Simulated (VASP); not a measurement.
# BaF2 (Fm-3m) in VASP: a series of runs

The runs below take BaF2 through single point, with r2SCAN.

Everything below comes from runs of VASP 6.6.1. Logs are shortened: lines on timing, memory, paths and dates and some standing lists are left out, and cuts for length are marked.

## Step 1: The cell of the first run

It takes space group Fm-3m (No. 225, cubic). Conventional cell: a = 6.068 Å, b = 6.068 Å, c = 6.068 Å, α = 90.00°, β = 90.00°, γ = 90.00°. Ba (site symmetry m-3m) has 8 F at 2.63 Å within 3.5 Å. F (site symmetry -43m) has 4 Ba at 2.63 Å and 6 F at 3.03 Å within 3.5 Å.

## Step 2: Single point, r2SCAN (18.62 Å³/atom)

POSCAR

```
BaF2
1.0
    0.0000000000      3.0341318118      3.0341318118
    3.0341318118      0.0000000000      3.0341318118
    3.0341318118      3.0341318118      0.0000000000
Ba F
1 2
Direct
    0.0000000000      0.0000000000      0.0000000000
    0.2500000000      0.2500000000      0.2500000000
    0.7500000000      0.7500000000      0.7500000000
```

INCAR.step1

```
PREC = Accurate
ENCUT = 660
ISMEAR = 0
SIGMA = 0.02
LREAL = F
LASPH = T
NELM = 120
NBANDS = 19
GGA = PE
ALGO = Normal
EDIFF = 1E-5
LWAVE = T
LCHARG = F
GGA_COMPAT = F
```

INCAR.step2

```
PREC = Accurate
ENCUT = 660
EDIFF = 1E-6
ISMEAR = 0
SIGMA = 0.02
LREAL = F
LASPH = T
NELM = 120
ALGO = Normal
ISIF = 2
LWAVE = F
LCHARG = F
METAGGA = R2SCAN
LMIXTAU = T
NBANDS = 19
ISTART = 1
GGA_COMPAT = F
```

KPOINTS

```
Automatic mesh
0
Gamma
  6 6 6
```

Potentials or basis: VASP PAW PBE potentials, release 64 (Ba_sv, F).

Command:

```console
cat potpaw_PBE.64/Ba_sv/POTCAR potpaw_PBE.64/F/POTCAR > POTCAR
cp INCAR.step1 INCAR
mpirun -np 1 vasp_std > vasp.out
cp INCAR.step2 INCAR
mpirun -np 1 vasp_std > vasp.out
```

OUTCAR:

```text
PREC = Accurate
   ENCUT = 660
   EDIFF = 1E-6
   ISMEAR = 0
   LREAL = F
   LASPH = T
   NELM = 120
   ISIF = 2
   METAGGA = R2SCAN
   ISTART = 1

 ion  position               nearest neighbor table
   1  0.000  0.000  0.000-   3 2.63   3 2.63   3 2.63   2 2.63   3 2.63   2 2.63   2 2.63   2 2.63

   2  0.250  0.250  0.250-   1 2.63   1 2.63   1 2.63   1 2.63
   3  0.750  0.750  0.750-   1 2.63   1 2.63   1 2.63   1 2.63

  LATTYP: Found a face centered cubic cell.
 ALAT       =     6.0682636236

  Lattice vectors:

 A1 = (   0.0000000000,   3.0341318118,   3.0341318118)
 A2 = (   3.0341318118,   0.0000000000,   3.0341318118)
 A3 = (   3.0341318118,   3.0341318118,   0.0000000000)

Analysis of symmetry for initial positions (statically):
=====================================================================
 Subroutine PRICEL returns:
 Original cell was already a primitive cell.

 Routine SETGRP: Setting up the symmetry group for a
 face centered cubic supercell.

 Subroutine GETGRP returns: Found 48 space group operations
 (whereof 48 operations were pure point group operations)
 out of a pool of 48 trial point group operations.

The static configuration has the point symmetry O_h .

Analysis of symmetry for dynamics (positions and initial velocities):
=====================================================================
 Subroutine PRICEL returns:
 Original cell was already a primitive cell.

 Routine SETGRP: Setting up the symmetry group for a
 face centered cubic supercell.

 Subroutine GETGRP returns: Found 48 space group operations
 (whereof 48 operations were pure point group operations)
 out of a pool of 48 trial point group operations.

The dynamic configuration has the point symmetry O_h .

 Subroutine INISYM returns: Found 48 space group operations
 (whereof 48 operations are pure point group operations),
 and found     1 'primitive' translations

----------------------------------------------------------------------------------------

                                     Primitive cell

  volume of cell :      55.8642

  direct lattice vectors                    reciprocal lattice vectors
     0.000000000  3.034131812  3.034131812    -0.164791786  0.164791786  0.164791786
[... 73 lines left out ...]
   ISPIN  =      1    spin polarized calculation?
   LNONCOLLINEAR =      F non collinear calculations
   LSORBIT =      F    spin-orbit coupling
   LASPH  =      T    aspherical Exc in radial PAW
   ENCUT  =  660.0 eV  48.51 Ry    6.96 a.u.   8.99  8.99  8.99*2*pi/ulx,y,z
   NELM   =    120;   NELMIN=  2; NELMDL=  0     # of ELM steps
   EDIFF  = 0.1E-05   stopping-criterion for ELM
   LREAL  =      F    real-space projection
   EDIFFG = 0.1E-04   stopping-criterion for IOM
   NSW    =      0    number of steps for IOM
   IBRION =     -1    ionic relax: 0-MD 1-quasi-New 2-CG
   NFREE  =      0    steps in history (QN), initial steepest desc. (CG)
   ISIF   =      2    stress and relaxation
   ISYM   =      2    0-nonsym 1-usesym 2-fastsym
   POTIM  = 0.5000    time-step for ionic-motion
   TEBEG  =    0.0;   TEEND  =   0.0 temperature during run
   PSTRESS=    0.0 pullay stress
   NELECT =      24.0000    total number of electrons
   NUPDOWN=      -1.0000    fix difference up-down
   EMIN   =  10.00;   EMAX   =-10.00  energy-range for DOS
   EFERMI =   0.00;   METHOD = LEGACY
   ISMEAR =     0;   SIGMA  =   0.02  broadening in eV -4-tet -1-fermi 0-gaus
   EFERMI_NEDOS =   21; number of points for ismear=-14 and -15
   IALGO  =     38    algorithm
   IMIX   =      4    mixing-type and parameters
     AMIX     =   0.40;   BMIX     =  1.00
     AMIX_MAG =   1.60;   BMIX_MAG =  1.00
  volume/ion in A,a.u.               =      18.62       125.66
  Fermi-wavevector in a.u.,A,eV,Ry     =   1.235286  2.334352 20.761554  1.525931
  Thomas-Fermi vector in A             =   2.369942
   LORBIT       =      0    0 simple, 1 ext, 2 COOP (PROOUT), +10 PAW based schemes
   METAGGA = R2SCAN    functional components
   LHFCALC =     F    Hartree Fock is set to
   AEXX    =    0.0000 exact exchange contribution
   IVDW    =     0    specifies the selected vdW correction
   LEPSILON=     F    determine dielectric tensor
   LRPA    =     F    only Hartree local field effects (RPA)
 non-spin polarized calculation
 Gauss-broadening in eV      SIGMA  =   0.02
  energy-cutoff  :      660.00
  volume of cell :       55.86
 maximum number of plane-waves:      2174
   NGX = 17   NGY = 17   NGZ = 17

 number of electron      23.9999991 magnetization

 Free energy of the ion-electron system (eV)
  ---------------------------------------------------
  ext. energy  EPLUGINS =         0.00000000
  ---------------------------------------------------
  free energy    TOTEN  =       -44.99093741 eV

  energy without entropy =      -44.99093741  energy(sigma->0) =      -44.99093741

 E-fermi :  -2.1570     XC(G=0):  -9.5689

 val. band max:       -2.3403489660   @ k =  -0.1667   0.1667   0.0000
 cond. band min:       5.2849698049   @ k =   0.0000   0.0000   0.0000
 fundamental gap:      7.6253187708
 Fermi energy:        -2.1569646775

 k-point     1 :       0.0000    0.0000    0.0000
  band No.  band energies     occupation
      1     -25.8572      2.00000
      2     -22.5197      2.00000
      3     -22.2347      2.00000
      4     -10.0504      2.00000
      5     -10.0504      2.00000
      6     -10.0504      2.00000
[... 329 lines left out ...]
      6     -10.0144      2.00000
[... 11 lines left out ...]
     18      13.6970      0.00000
     19      13.8425      0.00000

------------------------ aborting loop because EDIFF is reached ----------------------------------------

  FORCE on cell =-STRESS in cart. coord.  units (eV):
  Direction    XX          YY          ZZ          XY          YZ          ZX
  --------------------------------------------------------------------------------------
  -------------------------------------------------------------------------------------
  Total        1.9500884      1.9500884      1.9500884      0.0000000      0.0000000      0.0000000
  in kB       55.9282904     55.9282904     55.9282904      0.0000000      0.0000000      0.0000000
  external PRESSURE =      55.9282904 kB  Pullay stress =       0.0000000 kB

 VOLUME and BASIS-vectors are now :
 -----------------------------------------------------------------------------
  energy-cutoff  :      660.00
  volume of cell :       55.86
      direct lattice vectors                 reciprocal lattice vectors
     0.000000000  3.034131812  3.034131812    -0.164791786  0.164791786  0.164791786
     3.034131812  0.000000000  3.034131812     0.164791786 -0.164791786  0.164791786
     3.034131812  3.034131812  0.000000000     0.164791786  0.164791786 -0.164791786

 POSITION                                       TOTAL-FORCE (eV/Angst)
 -----------------------------------------------------------------------------------
      0.00000      0.00000      0.00000        -0.000000     -0.000000     -0.000000
      1.51707      1.51707      1.51707        -0.000000     -0.000000      0.000000
      4.55120      4.55120      4.55120         0.000000      0.000000     -0.000000
 -----------------------------------------------------------------------------------
    total drift:                                0.000000      0.000000      0.000000

  FREE ENERGIE OF THE ION-ELECTRON SYSTEM (eV)
  ---------------------------------------------------
  free  energy   TOTEN  =       -44.9909374073 eV

  energy  without entropy=      -44.9909374073  energy(sigma->0) =      -44.99093741
```

OSZICAR.step1:

```text
N       E                     dE             d eps       ncg     rms          rms(c)
DAV:   1     0.163609444298E+03    0.16361E+03   -0.14981E+04   608   0.144E+03
DAV:   2    -0.107544077575E+02   -0.17436E+03   -0.16880E+03   764   0.287E+02
DAV:   3    -0.186303312405E+02   -0.78759E+01   -0.78490E+01   766   0.610E+01
DAV:   4    -0.187414883612E+02   -0.11116E+00   -0.11102E+00   717   0.703E+00
DAV:   5    -0.187445214104E+02   -0.30330E-02   -0.30329E-02   744   0.903E-01    0.893E+00
DAV:   6    -0.169738890330E+02    0.17706E+01   -0.71502E+00   623   0.221E+01    0.465E+00
DAV:   7    -0.169773679786E+02   -0.34789E-02   -0.35373E-01   678   0.432E+00    0.244E+00
DAV:   8    -0.169952003199E+02   -0.17832E-01   -0.69015E-02   619   0.279E+00    0.368E-01
DAV:   9    -0.170003423244E+02   -0.51420E-02   -0.16575E-02   662   0.936E-01    0.137E-01
DAV:  10    -0.170032691986E+02   -0.29269E-02   -0.37076E-03   644   0.433E-01    0.601E-02
DAV:  11    -0.170032794517E+02   -0.10253E-04   -0.67493E-04   707   0.202E-01    0.422E-02
DAV:  12    -0.170032622084E+02    0.17243E-04   -0.16027E-04   629   0.921E-02    0.323E-03
DAV:  13    -0.170032630230E+02   -0.81457E-06   -0.34711E-06   548   0.157E-02
   1 F= -.17003263E+02 E0= -.17003263E+02  d E =-.185647E-17
```

It took 42 s on 1 thread of Intel Xeon 6975P-C (Granite Rapids), shared host; peak memory 0.22 GiB.

What came out:

| Quantity | Value |
| --- | --- |
| Free energy | -44.9909 eV |
| Pressure | 5.6 GPa |
| Band gap on the k mesh | 7.63 eV (least direct gap 7.72 eV) |

Caveat: the cell stands under pressure; the PAW data sets were made with another functional, which shifts forces and pressure a little; spin-orbit coupling is left out, which moves the levels of the heavy elements. r2SCAN opens gaps a little over a GGA but as a rule still falls short of measured ones.

## Step 3: Single point, r2SCAN (19.22 Å³/atom)

This run uses another cell than the first one, of 19.22 Å³/atom.

POSCAR

```
BaF2
1.0
    0.0000000000      3.0660723886      3.0660723886
    3.0660723886      0.0000000000      3.0660723886
    3.0660723886      3.0660723886      0.0000000000
Ba F
1 2
Direct
    0.0000000000      0.0000000000      0.0000000000
    0.2500000000      0.2500000000      0.2500000000
    0.7500000000      0.7500000000      0.7500000000
```

INCAR.step1

```
SYSTEM = BaF2
ALGO     = Normal         ! electronic algorithm
EDIFF    = 1E-5           ! SCF threshold, eV
ENCUT    = 660            ! plane-wave cutoff, eV
GGA      = PE             ! functional
GGA_COMPAT= .False.      
ISMEAR   = 0              ! smearing method
LASPH    = .True.         ! aspherical terms in the spheres
LCHARG   = .False.        ! write CHGCAR
LREAL    = .False.        ! projectors in reciprocal space
LWAVE    = .True.         ! write WAVECAR
NBANDS   = 19             ! bands
NELM     = 120            ! most SCF steps
PREC     = Accurate       ! precision mode
SIGMA    = 0.02           ! smearing width, eV
```

INCAR.step2

```
SYSTEM = BaF2
ALGO     = Normal         ! electronic algorithm
EDIFF    = 1E-6           ! SCF threshold, eV
ENCUT    = 660            ! plane-wave cutoff, eV
GGA_COMPAT= .False.      
ISIF     = 2              ! what is computed and relaxed
ISMEAR   = 0              ! smearing method
ISTART   = 1            
LASPH    = .True.         ! aspherical terms in the spheres
LCHARG   = .False.        ! write CHGCAR
LMIXTAU  = .True.       
LREAL    = .False.        ! projectors in reciprocal space
LWAVE    = .False.        ! write WAVECAR
METAGGA  = R2SCAN         ! meta-GGA
NBANDS   = 19             ! bands
NELM     = 120            ! most SCF steps
PREC     = Accurate       ! precision mode
SIGMA    = 0.02           ! smearing width, eV
```

KPOINTS

```
k-points
0
Gamma
  6 6 6
  0 0 0
```

Potentials or basis: VASP PAW PBE potentials, release 64 (Ba_sv, F).

Command:

```console
cat potpaw_PBE.64/Ba_sv/POTCAR potpaw_PBE.64/F/POTCAR > POTCAR
cp INCAR.step1 INCAR
mpirun -np 1 vasp_std > vasp.out
cp INCAR.step2 INCAR
mpirun -np 1 vasp_std > vasp.out
```

Wall time 43 s (1 thread of Intel Xeon 6975P-C (Granite Rapids), shared host); peak memory 0.21 GiB.

Results (log left out):

```
Free energy            : -45.0425 eV
Pressure               : 3.0 GPa
Band gap on the k mesh : 7.49 eV (least direct gap 7.57 eV)
```

Levels at points of the mesh, in eV from the valence-band top:
```tsv
k point	band 8	band 9	band 10	band 11	band 12	band 13	band 14	band 15	band 16	band 17
(0.00, 0.00, 0.00)	-1.57	-1.57	-0.08	-0.08	-0.08	7.49	10.04	10.04	12.56	12.56
(0.50, 0.00, 0.00)	-1.15	-0.68	-0.34	-0.14	-0.14	10.00	10.00	10.16	10.26	12.74
(0.50, 0.50, 0.00)	-0.39	-0.39	-0.28	-0.28	-0.15	7.76	10.04	11.61	13.14	13.14
```

Caveat: the cell stands under pressure; the PAW data sets were made with another functional, which shifts forces and pressure a little; spin-orbit coupling is left out, which moves the levels of the heavy elements. A k mesh can miss the band edges.
